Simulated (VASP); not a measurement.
A run of VASP 6.6.1 is set up as follows.

INCAR

```
SYSTEM = Cu
ALGO     = Normal         ! electronic algorithm
EDIFF    = 1E-7           ! SCF threshold, eV
ENCUT    = 520            ! plane-wave cutoff, eV
GGA      = PE             ! functional
ISIF     = 2              ! what is computed and relaxed
ISMEAR   = 0              ! smearing method
LASPH    = .TRUE.         ! aspherical terms in the spheres
LCHARG   = .FALSE.        ! write CHGCAR
LREAL    = .FALSE.        ! projectors in reciprocal space
LWAVE    = .FALSE.        ! write WAVECAR
NBANDS   = 12             ! bands
NELM     = 60             ! most SCF steps
PREC     = Accurate       ! precision mode
SIGMA    = 0.15           ! smearing width, eV
```

KPOINTS

```
k-points
0
G
  22 22 22
  0 0 0
```

Contents of POSCAR:

```
Cu
1.0
    0.0000000000      1.7623125000      1.7623125000
    1.7623125000      0.0000000000      1.7623125000
    1.7623125000      1.7623125000      0.0000000000
Cu
1
Direct
    0.0000000000      0.0000000000      0.0000000000
```

Potentials or basis: VASP PAW PBE potentials, release 64 (Cu).

The run is started by

```bash
$ cat potpaw_PBE.64/Cu/POTCAR > POTCAR
$ mpirun -np 1 vasp_std > vasp.out
```

(1) Estimate the pressure.

(2) What does it give for the band gap on the k mesh?

Results:

(1) 16.1 GPa.

(2) zero (an odd number of electrons rules out a gap without spin polarisation).

Caveat: the cell differs from its parent crystal (strain -0.025 along x and y, -0.025 along z); the cell stands under pressure.
